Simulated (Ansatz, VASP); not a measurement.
**One calculation of PtSe2, two programs**

```
Se Pt
1.0
     3.70704    0.00000    0.00000
    -1.85352    3.21039    0.00000
     0.00000    0.00000   22.79816
Se Pt
4 2
Direct
  0.66667 0.33333 0.19738
  0.33333 0.66667 0.31358
  0.33333 0.66667 0.45877
  0.00000 0.00000 0.57497
  0.00000 0.00000 0.25548
  0.66667 0.33333 0.51687
```

Alike in both runs: task single point; functional PBE; dispersion D3(BJ); k mesh 9 × 9 × 1; occupations gaussian, width 0.05 eV; no spin polarisation.

|  | VASP | Ansatz |
| --- | --- | --- |
| version | VASP 6.6.1 | Ansatz 0.2.0 |
| potentials or method | VASP PAW PBE potentials, release 64 (Se, Pt), cutoff 520 eV | scalar-relativistic, plane waves, PAW |
| valence electrons in the cell | 44 | 100 |

Ansatz gave:

| Quantity | Value |
| --- | --- |
| gap on the k mesh at the Fermi level (eV) | 0.65 |
| least direct gap on the mesh (eV) | 0.88 |
| rms of the force components (eV/Å) | 0.046 |

Q: Estimate VASP's values.

A: gap on the k mesh at the Fermi level (eV): 0.65; least direct gap on the mesh (eV): 0.87; rms of the force components (eV/Å): 0.046.

VASP's potentials hold 44 valence electrons a cell and Ansatz's 100, so a difference there can come from the potentials and not from the codes.

Spin-orbit coupling is off throughout.
